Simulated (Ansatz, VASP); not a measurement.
## Hf in VASP and in Ansatz

Contents of INCAR:

```
PREC     = Accurate       # precision mode
ENCUT    = 520            # plane-wave cutoff, eV
EDIFF    = 1E-6           # SCF threshold, eV
ISMEAR   = 0              # smearing method
SIGMA    = 0.15           # smearing width, eV
LREAL    = F              # projectors in reciprocal space
LASPH    = T              # aspherical terms in the spheres
NELM     = 60             # most SCF steps
ALGO     = Normal         # electronic algorithm
ISIF     = 2              # what is computed and relaxed
LWAVE    = F              # write WAVECAR
LCHARG   = T              # write CHGCAR
GGA      = PS             # functional
LELF     = T              # ELF
LVHAR    = T            
NBANDS   = 11             # bands
```

Contents of KPOINTS:

```
regular mesh
0
Gamma
  18 18 18
```

POSCAR

```
Hf
1.0
   -1.7598750000      1.7598750000      1.8050000000
    1.7598750000     -1.7598750000      1.8050000000
    1.7598750000      1.7598750000     -1.8050000000
Hf
1
Direct
    0.0000000000      0.0000000000      0.0000000000
```

Input for Ansatz:

```yaml
crystal:
  lattice:
    - [-1.759875, 1.759875, 1.805]
    - [1.759875, -1.759875, 1.805]
    - [1.759875, 1.759875, -1.805]
  atoms:
    - { symbol: Hf, position: [0.0, 0.0, 0.0] }
basis:
  ecutwfc: 420
kpoints:
  mp_grid: { grid: [18, 18, 18] }
hamiltonian:
  xc: pbesol
scf:
  occupations: { method: gaussian, width: 0.15 }
output:
  forces: true
  stress: true
  eigenvalues: true
```

Change from the starting cell: strain -0.025 along x and y, +0.000 along z, atoms carried along.

Alike in both runs: task single point; functional PBEsol; k mesh 18 × 18 × 18; occupations gaussian, width 0.15 eV; no spin polarisation.

|  | VASP | Ansatz |
| --- | --- | --- |
| version | VASP 6.6.1 | Ansatz 0.2.0 |
| potentials or method | VASP PAW PBE potentials, release 64 (Hf_pv), cutoff 520 eV | scalar-relativistic, plane waves, PAW |
| valence electrons in the cell | 10 | 26 |

Ansatz gave:

- gap on the k mesh at the Fermi level (eV): none
- pressure (GPa): -4.8
- traceless stress, the component that is largest in VASP (GPa): 0.66

Q: Estimate VASP's values.

A: gap on the k mesh at the Fermi level (eV): none; pressure (GPa): -5.1; traceless stress, the component that is largest in VASP (GPa): 0.68.

VASP's potentials were made for PBE, not for PBEsol. A gap of «none» marks a metal or a gap that the smearing closes. The functional is the same, so the differences come from potentials, cutoffs and numerics. VASP's potentials hold 10 valence electrons a cell and Ansatz's 26, so a difference there can come from the potentials and not from the codes.

Spin-orbit coupling is off throughout.
